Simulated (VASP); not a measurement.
Crystal: Mg.

```
Mg
1.0
    -1.82413    1.82413    1.72816
     1.82413   -1.82413    1.72816
     1.82413    1.82413   -1.72816
Mg
1
Cartesian
  0.0000 0.0000 0.0000
```

* Program: VASP 6.6.1
* Task: relaxation of cell and atoms
* Functional: r2SCAN
* Potentials or basis: VASP PAW PBE potentials, release 64 (Mg)
* Cutoff: 600 eV
* k mesh: 16 × 16 × 16
* Occupations: fermi-dirac, width 0.15 eV
* Spin: no spin polarisation

At the start: pressure -0.9 GPa; volume 23.00 Å³/atom.

How do energy, volume and symmetry change on relaxing?

Over 14 steps the energy falls by 2.4 meV/atom and the volume is 22.40 Å³/atom (-2.6 %); space group I4/mmm (No. 139, to 0.1 Å) before, Im-3m (No. 229, to 0.1 Å).

The path:
```csv
step,energy change (eV),largest force (eV/Å),pressure (GPa),volume (Å³)
1,0.0000,0.0000,-0.95,23.00
2,-0.0017,0.0000,-0.22,22.55
3,-0.0018,0.0000,0.00,22.43
4,-0.0018,0.0000,0.02,22.42
5,-0.0018,0.0000,0.02,22.41
6,-0.0019,0.0000,0.02,22.41
7,-0.0021,0.0000,0.02,22.40
8,-0.0023,0.0000,0.05,22.37
9,-0.0022,0.0000,0.17,22.30
10,-0.0024,0.0000,0.09,22.35
11,-0.0020,0.0000,-0.44,22.66
12,-0.0024,0.0000,0.01,22.40
13,-0.0024,0.0000,0.01,22.40
14,-0.0024,0.0000,0.00,22.40
```

Final structure:
```xyz
1
Lattice="-1.7746 1.7746 1.7783 1.7746 -1.7746 1.7783 1.7746 1.7746 -1.7783" Properties=species:S:1:pos:R:3 pbc="T T T"
Mg    0.0000    0.0000    0.0000
```

Caveat: the PAW data sets were made with another functional, which shifts forces and pressure a little.
